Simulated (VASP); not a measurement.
# In (I4/mmm) in VASP: notebook

Runs on In. Level: PBE. Tasks: electric field gradients.

All numbers are computed with VASP 6.6.1; they aren't measurements. Logs are shortened: lines on timing, memory, paths and dates and some standing lists are left out, and cuts for length are marked.

## 1. The cell of the first run

It takes space group I4/mmm (No. 139, tetragonal). The conventional cell has a = 3.252 Å, b = 3.252 Å, c = 4.799 Å, α = 90.00°, β = 90.00°, γ = 90.00°. In (site symmetry 4/mmm) has 12 In at 3.25 to 3.32 Å within 4.3 Å.

## 2. Electric field gradients, PBE (zz strain of -3 %)

Input file INCAR:

```
PREC     = Accurate       # precision mode
ENCUT    = 400            # plane-wave cutoff, eV
EDIFF    = 1E-8           # SCF threshold, eV
ISMEAR   = -1             # smearing method
SIGMA    = 0.05           # smearing width, eV
LREAL    = F              # projectors in reciprocal space
LASPH    = T              # aspherical terms in the spheres
NELM     = 120            # most SCF steps
ALGO     = Normal         # electronic algorithm
ISIF     = 2              # what is computed and relaxed
LWAVE    = F              # write WAVECAR
LCHARG   = F              # write CHGCAR
GGA      = PE             # functional
LEFG     = T            
ISYM     = 0            
NBANDS   = 12             # bands
GGA_COMPAT= F
```

Input file KPOINTS:

```
Automatic mesh
0
Gamma
  12 12 14
```

Input file POSCAR:

```
In
1.0
   -1.6261500000      1.6261500000      2.3997315000
    1.6261500000     -1.6261500000      2.3997315000
    1.6261500000      1.6261500000     -2.3997315000
In
1
Direct
    0.0000000000      0.0000000000      0.0000000000
```

Potentials or basis: VASP PAW PBE potentials, release 64 (In_d).

Started as:

```sh
$ cat potpaw_PBE.64/In_d/POTCAR > POTCAR
$ mpirun -np 1 vasp_std > vasp.out
```

OUTCAR:

```text
PREC = Accurate
   ENCUT = 400
   EDIFF = 1E-8
   ISMEAR = -1
   LREAL = F
   LASPH = T
   NELM = 120
   ISIF = 2
   GGA = PE
   ISYM = 0

 ion  position               nearest neighbor table
   1  0.000  0.000  0.000-

IMPORTANT INFORMATION: All symmetrisations will be switched off!
NOSYMM: (Re-)initialisation of all symmetry stuff for point group C_1.

----------------------------------------------------------------------------------------

                                     Primitive cell

  volume of cell :      25.3831

  direct lattice vectors                    reciprocal lattice vectors
    -1.626150000  1.626150000  2.399731500     0.000000000  0.307474710  0.208356643
     1.626150000 -1.626150000  2.399731500     0.307474710  0.000000000  0.208356643
     1.626150000  1.626150000 -2.399731500     0.307474710  0.307474710  0.000000000

  length of vectors
     3.323768782  3.323768782  3.323768782     0.371420501  0.371420501  0.434834905

  position of ions in fractional coordinates (direct lattice)
     0.000000000  0.000000000  0.000000000

  ion indices of the primitive-cell ions
   primitive index   ion index
                 1           1

----------------------------------------------------------------------------------------

 KPOINTS: Automatic mesh

Automatic generation of k-mesh.
 Grid dimensions read from file:
 generate k-points for:   12   12   14

 Generating k-lattice:

  Cartesian coordinates                     Fractional coordinates (reciprocal lattice)
     0.000000000  0.025622893  0.017363054     0.083333333  0.000000000  0.000000000
     0.025622893  0.000000000  0.017363054     0.000000000  0.083333333  0.000000000
     0.021962479  0.021962479  0.000000000     0.000000000  0.000000000  0.071428571

  Length of vectors
     0.030951708  0.030951708  0.031059636

  Shift w.r.t. Gamma in fractional coordinates (k-lattice)
     0.000000000  0.000000000  0.000000000

 -----------------------------------------------------------------------------
|                                                                             |
|           W    W    AA    RRRRR   N    N  II  N    N   GGGG   !!!           |
|           W    W   A  A   R    R  NN   N  II  NN   N  G    G  !!!           |
|           W    W  A    A  R    R  N N  N  II  N N  N  G       !!!           |
|           W WW W  AAAAAA  RRRRR   N  N N  II  N  N N  G  GGG   !            |
|           WW  WW  A    A  R   R   N   NN  II  N   NN  G    G                |
|           W    W  A    A  R    R  N    N  II  N    N   GGGG   !!!           |
|                                                                             |
|     Your reciprocal lattice and k-lattice belong to different lattice       |
|     classes:                                                                |
|                                                                             |
|        The reciprocal lattice is body-centered tetragonal,                  |
|        whereas your k-lattice is base-centered monoclinic.                  |
|                                                                             |
|     Results are often still useful ...                                      |
|                                                                             |
 -----------------------------------------------------------------------------

 WARNING: IBZKPT: internal override: KBLOWUP is changed to .FALSE.
      ... skipping the blow-up phase ...

 Subroutine IBZKPT returns following result:
 ===========================================

 Found   1012 irreducible k-points:

 Following reciprocal coordinates:
            Coordinates               Weight
  0.000000  0.000000  0.000000      1.000000
  0.083333  0.000000 -0.000000      2.000000
  0.166667 -0.000000 -0.000000      2.000000
  0.250000  0.000000  0.000000      2.000000
  0.333333  0.000000  0.000000      2.000000
  0.416667 -0.000000  0.000000      2.000000
[... 16 lines left out ...]
  0.250000  0.166667 -0.000000      2.000000
  0.333333  0.166667  0.000000      2.000000
 [... further k-points ...]
   k-points           NKPTS =   1012   k-points in BZ     NKDIM =   1012   number of bands    NBANDS=     12
   number of dos      NEDOS =    301   number of ions     NIONS =      1
   total plane-waves  NPLWV =  13824
   dimension x,y,z NGX =    24 NGY =   24 NGZ =   24
   dimension x,y,z NGXF=    48 NGYF=   48 NGZF=   48
   ions per type =               1
   NGX,Y,Z   is equivalent  to a cutoff of  12.00, 12.00, 12.00 a.u.
   NGXF,Y,Z  is equivalent  to a cutoff of  24.01, 24.01, 24.01 a.u.
 SYSTEM =  unknown system
   PREC   = accura    normal or accurate (medium, high low for compatibility)
   ISTART =      0    job   : 0-new  1-cont  2-samecut
   ICHARG =      2    charge: 1-file 2-atom 10-const
   ISPIN  =      1    spin polarized calculation?
   LNONCOLLINEAR =      F non collinear calculations
   LSORBIT =      F    spin-orbit coupling
   LASPH  =      T    aspherical Exc in radial PAW
   ENCUT  =  400.0 eV  29.40 Ry    5.42 a.u.   5.42  5.42  5.42*2*pi/ulx,y,z
   NELM   =    120;   NELMIN=  2; NELMDL= -5     # of ELM steps
   EDIFF  = 0.1E-07   stopping-criterion for ELM
   LREAL  =      F    real-space projection
   EDIFFG = 0.1E-06   stopping-criterion for IOM
   NSW    =      0    number of steps for IOM
   IBRION =     -1    ionic relax: 0-MD 1-quasi-New 2-CG
   NFREE  =      0    steps in history (QN), initial steepest desc. (CG)
   ISIF   =      2    stress and relaxation
   ISYM   =      0    0-nonsym 1-usesym 2-fastsym
   POTIM  = 0.5000    time-step for ionic-motion
   TEBEG  =    0.0;   TEEND  =   0.0 temperature during run
   PSTRESS=    0.0 pullay stress
   NELECT =      13.0000    total number of electrons
   NUPDOWN=      -1.0000    fix difference up-down
   EMIN   =  10.00;   EMAX   =-10.00  energy-range for DOS
   EFERMI =   0.00;   METHOD = LEGACY
   ISMEAR =    -1;   SIGMA  =   0.05  broadening in eV -4-tet -1-fermi 0-gaus
   EFERMI_NEDOS =   21; number of points for ismear=-14 and -15
   IALGO  =     38    algorithm
   IMIX   =      4    mixing-type and parameters
     AMIX     =   0.40;   BMIX     =  1.00
     AMIX_MAG =   1.60;   BMIX_MAG =  1.00
  volume/ion in A,a.u.               =      25.38       171.29
  Fermi-wavevector in a.u.,A,eV,Ry     =   1.309809  2.475180 23.342153  1.715600
  Thomas-Fermi vector in A             =   2.440382
   LORBIT       =      0    0 simple, 1 ext, 2 COOP (PROOUT), +10 PAW based schemes
   GGA     = PE    functional components
   LHFCALC =     F    Hartree Fock is set to
   AEXX    =    0.0000 exact exchange contribution
   IVDW    =     0    specifies the selected vdW correction
   LEPSILON=     F    determine dielectric tensor
   LRPA    =     F    only Hartree local field effects (RPA)
 non-spin polarized calculation
  energy-cutoff  :      400.00
  volume of cell :       25.38
 maximum number of plane-waves:       479
 NGX is ok and might be reduce to    24
   NGX = 11   NGY = 11   NGZ = 11

 number of electron      13.0000009 magnetization

 Free energy of the ion-electron system (eV)
  ---------------------------------------------------
  ext. energy  EPLUGINS =         0.00000000
  ---------------------------------------------------
  free energy    TOTEN  =        -2.53839153 eV

  energy without entropy =       -2.53406160  energy(sigma->0) =       -2.53622656

 E-fermi :   7.8971     XC(G=0): -10.3977

 val. band max:        7.8930241268   @ k =   0.3333  -0.0833   0.0714
 cond. band min:       7.9120059497   @ k =  -0.2500  -0.0000   0.4286
 fundamental gap:      0.0189818229
 Fermi energy:         7.8970703453

 k-point     1 :       0.0000    0.0000    0.0000
  band No.  band energies     occupation
      1      -6.8388      2.00000
      2      -6.7759      2.00000
      3      -6.7754      2.00000
      4      -6.6447      2.00000
      5      -6.5794      2.00000
      6      -1.8840      2.00000
      7      18.6947      0.00000
      8      18.6951      0.00000
      9      18.8083      0.00000
     10      19.4712      0.00000
     11      22.0961      0.00000
     12      22.1571      0.00000

 k-point     2 :       0.0833    0.0000   -0.0000
  band No.  band energies     occupation
      1      -6.8294      2.00000
      2      -6.7745      2.00000
      3      -6.7635      2.00000
      4      -6.6439      2.00000
      5      -6.5827      2.00000
      6      -1.7282      2.00000
      7      16.8666      0.00000
      8      18.4342      0.00000
      9      18.4680      0.00000
     10      19.3304      0.00000
     11      22.5979      0.00000
     12      22.6186      0.00000

 k-point     3 :       0.1667   -0.0000   -0.0000
  band No.  band energies     occupation
      1      -6.8191      2.00000
      2      -6.7709      2.00000
      3      -6.7377      2.00000
      4      -6.6291      2.00000
      5      -6.5841      2.00000
      6      -1.2556      2.00000
      7      13.9422      0.00000
      8      17.7539      0.00000
      9      18.0069      0.00000
     10      19.2753      0.00000
     11      22.2241      0.00000
     12      23.6147      0.00000
[... 286 lines left out ...]
 k-point    23 :       0.2500    0.1667   -0.0000
  band No.  band energies     occupation
      1      -6.8002      2.00000
      2      -6.7683      2.00000
      3      -6.6945      2.00000
      4      -6.6078      2.00000
      5      -6.5226      2.00000
      6       0.7908      2.00000
      7       9.9287      0.00000
      8      12.3979      0.00000
      9      16.8216      0.00000
     10      18.9287      0.00000
     11      21.5974      0.00000
     12      22.4289      0.00000

 k-point    24 :       0.3333    0.1667    0.0000
  band No.  band energies     occupation
      1      -6.8151      2.00000
      2      -6.7736      2.00000
      3      -6.7108      2.00000
      4      -6.5308      2.00000
      5      -6.5145      2.00000
      6       2.1114      2.00000
      7       7.4927      1.99939
      8      12.4479      0.00000
      9      15.7625      0.00000
     10      17.9958      0.00000
     11      21.7801      0.00000
     12      22.8680      0.00000

 [... further k-points ...]
[... 5 lines left out ...]
  --------------------------------------------------------------------------------------
  -------------------------------------------------------------------------------------
  Total        0.5705818      0.5705830      0.4772314     -0.0372075      0.0393393      0.0393398
  in kB       36.0151039     36.0151748     30.1228280     -2.3485368      2.4830979      2.4831295
  external PRESSURE =      34.0510356 kB  Pullay stress =       0.0000000 kB

 VOLUME and BASIS-vectors are now :
 -----------------------------------------------------------------------------
  energy-cutoff  :      400.00
  volume of cell :       25.38
      direct lattice vectors                 reciprocal lattice vectors
    -1.626150000  1.626150000  2.399731500     0.000000000  0.307474710  0.208356643
     1.626150000 -1.626150000  2.399731500     0.307474710  0.000000000  0.208356643
     1.626150000  1.626150000 -2.399731500     0.307474710  0.307474710  0.000000000

 POSITION                                       TOTAL-FORCE (eV/Angst)
 -----------------------------------------------------------------------------------
      0.00000      0.00000      0.00000        -0.000000      0.000000      0.000000
 -----------------------------------------------------------------------------------
    total drift:                               -0.000000      0.000000      0.000000

  FREE ENERGIE OF THE ION-ELECTRON SYSTEM (eV)
  ---------------------------------------------------
  free  energy   TOTEN  =        -2.5383915292 eV

  energy  without entropy=       -2.5340615963  energy(sigma->0) =       -2.53622656

 Electric field gradients (V/A^2)
---------------------------------------------------------------------
 ion       V_xx      V_yy      V_zz      V_xy      V_xz      V_yz
---------------------------------------------------------------------
   1      -7.529    -7.529    15.058     1.569    -1.973    -1.973
---------------------------------------------------------------------

 Electric field gradients after diagonalization (V/A^2)
 (convention: |V_zz| > |V_xx| > |V_yy|)
----------------------------------------------------------------------
 ion       V_xx      V_yy      V_zz     asymmetry (V_yy - V_xx)/ V_zz
----------------------------------------------------------------------
   1      -9.098    -6.324    15.422       0.180
----------------------------------------------------------------------

           NMR quadrupolar parameters

 Cq : quadrupolar parameter    Cq=e*Q*V_zz/h
 eta: asymmetry parameters     (V_yy - V_xx)/ V_zz
 Q  : nuclear electric quadrupole moment in mb (millibarn)
----------------------------------------------------------------------
 ion       Cq(MHz)       eta       Q (mb)
----------------------------------------------------------------------
   1       0.037       0.180       1.000
----------------------------------------------------------------------
```

Wall time 5.7 min (1 thread of Oxide Virtual Turin-like, shared host); peak memory 0.27 GiB.

What came out:

| Item | Value |
| --- | --- |
| Free energy | -2.5384 eV |
| Pressure | 3.4 GPa |
| Band gap on the k mesh | zero (an odd number of electrons rules out a gap without spin polarisation) |
| Largest electric field gradient by atom | In +15.4 V/Å² |

Stress tensor (GPa, compression positive):
```
 3.60 -0.23  0.25
-0.23  3.60  0.25
 0.25  0.25  3.01
```

Levels at points of the mesh, in eV from the Fermi level:
```csv
k point,band 4,band 5,band 6,band 7,band 8,band 9
"(0.00, 0.00, 0.00)",-14.54,-14.48,-9.78,10.80,10.80,10.91
"(0.50, 0.00, 0.00)",-14.35,-14.33,-4.35,-3.54,8.11,9.04
"(0.00, 0.50, 0.00)",-14.35,-14.33,-4.35,-3.54,8.11,9.04
"(0.50, 0.50, 0.00)",-14.32,-14.27,-2.19,-1.79,3.77,4.01
"(0.00, 0.00, 0.50)",-14.32,-14.27,-2.19,-1.79,3.77,4.01
"(0.50, 0.00, 0.50)",-14.35,-14.33,-4.35,-3.54,8.11,9.04
"(0.00, 0.50, 0.50)",-14.35,-14.33,-4.35,-3.54,8.11,9.04
"(0.50, 0.50, 0.50)",-14.30,-14.30,-2.62,-2.56,4.49,4.49
```

Electric field gradients, principal values (V/Å²):
| atom | least | middle | greatest (by size) |
| --- | --- | --- | --- |
| 1 In | -6.324 | -9.098 | 15.422 |

Caveat: the cell differs from its parent crystal (zz strain of -3 %); the cell stands under pressure; without QUAD_EFG the Cq values of the log hold for a quadrupole moment of 1 mb, not for the nuclei; spin-orbit coupling is left out, which moves the levels of the heavy elements.

(Continued in part 2 of 2.)
